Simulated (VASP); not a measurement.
Runs of VASP 6.6.1 on KTaO3. The structure is that of space group Pm-3m (No. 221), or close to it. The cells are those of the table. 

```tsv
task	cell	gap on the mesh (eV)	pressure (GPa)
electric field gradients	a = 3.988, b = 3.988, c = 4.028 Å, 5 atoms	2.25	4.0
single point	a = 3.988, b = 3.988, c = 4.028 Å, 5 atoms	2.25	4.0
single point	a = 3.989 Å, angles 88.8°, 5 atoms	2.24	6.1
single point	a = 3.869, b = 3.869, c = 3.988 Å, 5 atoms	2.40	21.5
electric field gradients	a = 3.988 Å, 5 atoms	(a)	6.1
```

Alike in all rows: level PBE; potentials or basis VASP PAW PBE potentials, release 64 (K_sv, Ta_pv, O); no spin polarisation; k mesh 5 × 5 × 5; cutoff (eV) 520; smearing fermi-dirac 0.01 eV.

Q: Fill in the values left out.

A: (a) 2.28.

Caveats: spin-orbit coupling is left out, which moves the levels of the heavy elements.

A k mesh can miss the band edges, and the runs leave out spin-orbit coupling on Ta.
